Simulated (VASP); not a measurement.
Input of a VASP 6.6.1 run:

Contents of INCAR:

```
ALGO = Normal
EDIFF = 1E-6
ENCUT = 520
GGA = PE
ISIF = 2
ISMEAR = 0
IVDW = 12
LASPH = T
LCHARG = F
LREAL = Auto
LUSENCCL = F
LWAVE = F
NBANDS = 128
NELM = 100
PREC = Accurate
SIGMA = 0.05
```

Contents of KPOINTS:

```
k-points
0
Gamma
  4 2 1
```

The input POSCAR:

```
HC24
1.0
    7.3920000000      0.0000000000      0.0000000000
    0.0000000000     16.2175381214      0.0000000000
    0.0000000000      0.0000000000     22.0000000000
C H
48 2
Direct
    0.0000000000      0.0000000000      0.4545454545
    0.1656605664      0.0402210369      0.4674737905
    0.1638076794      0.1202568876      0.4938662904
    0.0002200908      0.1592270222      0.5062115269
   -0.0054149322      0.2409927388      0.5391832355
    0.1708046566      0.2923102486      0.5391452268
    0.1651629975      0.3740004586      0.5060757278
    0.0015785416      0.4129517027      0.4936963502
   -0.0002723644      0.4929631468      0.4672639639
    0.1653838481      0.5331851754      0.4543276417
    0.1654345575      0.6159560364      0.4329935488
   -0.0004314108      0.6580266931      0.4251758350
   -0.0005263482      0.7448370330      0.4168211505
    0.1659123524      0.7884005926      0.4168485612
    0.1658141340      0.8751921127      0.4253054226
   -0.0000496811      0.9172490026      0.4331690600
    0.3328712621     -0.0003143504      0.4552573669
    0.5000313094      0.0394349117      0.4681886688
    0.5006532368      0.1197355443      0.4940867601
    0.3335625321      0.1615445376      0.5058343063
    0.3359187627      0.2441543039      0.5216911531
    0.4998995638      0.2881619806      0.5186195683
    0.4992208333      0.3739434112      0.5060036411
    0.3304031065      0.4136904477      0.4933717186
    0.3316198346      0.4932177081      0.4670175738
    0.4993658304      0.5334535519      0.4549481338
    0.4993267891      0.6158911392      0.4333707102
    0.3324951055      0.6582215412      0.4252770951
    0.3325941759      0.7447152907      0.4170029692
    0.4996735809      0.7884037136      0.4170495951
    0.4996375706      0.8752276831      0.4255806841
    0.3329224965      0.9176133402      0.4336482881
    0.6660181372     -0.0002725121      0.4551604280
    0.8337609291      0.0399640681      0.4672309182
    0.8349784456      0.1195151523      0.4935484773
    0.6661596914      0.1592878248      0.5061394721
    0.6654861563      0.2451003173      0.5186518443
    0.8294709669      0.2891123854      0.5216644262
    0.8318254677      0.3716849729      0.5057028889
    0.6647329993      0.4134709902      0.4939149849
    0.6653536666      0.4937472900      0.4679780103
    0.8325144816      0.5334976785      0.4550476978
    0.8324630798      0.6155892357      0.4334768183
    0.6657475902      0.6579888302      0.4254512591
    0.6657122069      0.7448323330      0.4170207272
    0.8327909414      0.7885222141      0.4170312340
    0.8328923687      0.8749968072      0.4254092328
    0.6660579746      0.9173105474      0.4335432173
   -0.0288627645      0.2233455068      0.5871868217
    0.1942597145      0.3100776083      0.5871237217
```

Potentials or basis: VASP PAW PBE potentials, release 64 (C, H).

The run is started by

```bash
$ cat potpaw_PBE.64/C/POTCAR potpaw_PBE.64/H/POTCAR > POTCAR
$ mpirun -np 1 vasp_std > vasp.out
```

Estimate the largest force.

0.029 eV/Å.

Predict the dispersion energy per atom.

-0.087 eV.

What does it give for the band gap on the k mesh?

0.16 eV.

Forces on the atoms (eV/Å):
```
C    0.000 -0.008 -0.005
C   -0.002  0.007  0.001
C    0.007  0.001 -0.002
C    0.001  0.027  0.011
C   -0.004 -0.001  0.000
C   -0.008 -0.001 -0.002
C   -0.003 -0.023  0.006
C   -0.004  0.003 -0.007
C   -0.007 -0.007  0.002
C    0.002  0.003 -0.001
C    0.007  0.000 -0.007
C   -0.003  0.006 -0.004
C    0.004  0.002 -0.006
C   -0.001 -0.004 -0.004
C    0.007 -0.001 -0.001
C   -0.002 -0.001 -0.006
C   -0.002  0.000  0.001
C   -0.001  0.007  0.005
C   -0.008  0.008  0.007
C   -0.004 -0.007  0.002
C   -0.014  0.004  0.007
C    0.000 -0.004  0.005
C    0.003  0.007  0.004
C    0.002 -0.004  0.003
C    0.007  0.003 -0.006
C   -0.003 -0.006 -0.004
C   -0.006  0.005 -0.006
C    0.003  0.001 -0.001
C   -0.004  0.000 -0.002
C   -0.002 -0.012 -0.002
C    0.002 -0.005 -0.001
C   -0.002  0.000 -0.011
C   -0.002  0.000 -0.001
C    0.000  0.004 -0.001
C   -0.004 -0.006  0.000
C    0.000 -0.007  0.004
C    0.000 -0.004  0.006
C    0.016  0.004 -0.009
C   -0.001  0.006  0.004
C    0.011 -0.004  0.004
C    0.006 -0.003 -0.002
C    0.000  0.005 -0.001
C    0.003  0.002 -0.011
C    0.002  0.001 -0.001
C    0.004  0.003 -0.001
C   -0.001 -0.003 -0.003
C   -0.002  0.003 -0.002
C    0.005  0.000 -0.006
H   -0.006 -0.004  0.021
H    0.005  0.002  0.022
```

Caveat: there is no dipole correction, which matters where the two faces differ.
